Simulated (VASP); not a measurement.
Crystal: GaSb3.

```
Ga Sb
1.0
    -2.60048    2.60048    4.55272
     2.60048   -2.60048    4.55272
     2.60048    2.60048   -4.55272
Ga Sb
1 3
Direct
  0.50000 0.50000 0.00000
  0.50000 0.00000 0.50000
  0.00000 0.50000 0.50000
  0.00000 0.00000 0.00000
```

The cell was built from a structure type or drawn by symmetry, and may not be a known phase.

```yaml
Program: VASP 6.6.1
Task: relaxation of cell and atoms
Functional: PBE
Potentials_or_basis: VASP PAW PBE potentials, release 64 (Ga_d, Sb)
Cutoff: 600 eV
k_mesh: 5 × 5 × 5
Occupations: gaussian, width 0.2 eV
Spin: no spin polarisation
```

At the start: pressure 18.1 GPa; volume 30.79 Å³/atom.

How do energy, volume and symmetry change on relaxing?

Over 16 steps the energy falls by 915.0 meV/atom and the volume is 27.68 Å³/atom (-10.1 %); space group I4/mmm (No. 139, to 0.1 Å) before, Im-3m (No. 229, to 0.1 Å).

Step by step:
```csv
step,energy change (eV),largest force (eV/Å),pressure (GPa),volume (Å³)
1,0.0000,0.0000,18.10,123.15
2,-0.9331,0.0000,-5.86,192.54
3,-2.0304,0.0000,-0.51,155.11
4,-2.0307,0.0000,-0.69,155.82
5,-2.0696,0.0000,-0.75,152.89
6,-2.2360,0.0000,-0.94,144.07
7,-2.9069,0.0000,-1.47,126.28
8,-1.6198,0.0000,22.14,90.12
9,-3.1707,0.0000,-1.20,120.54
10,-3.6118,0.0000,2.89,105.40
11,-3.6172,0.0000,1.44,108.14
12,-3.6214,0.0000,1.95,107.00
13,-3.6388,0.0000,1.97,106.81
14,-3.6388,0.0000,1.96,106.82
15,-3.6576,0.0000,0.68,109.14
16,-3.6601,0.0000,-0.12,110.71
```

Final structure:
```
Ga Sb
1.0
    -3.02255    3.02255    3.02947
     3.02255   -3.02255    3.02947
     3.02255    3.02255   -3.02947
Ga Sb
1 3
Direct
  0.50000 0.50000 0.00000
  0.50000 0.00000 0.50000
  0.00000 0.50000 0.50000
  0.00000 0.00000 0.00000
```
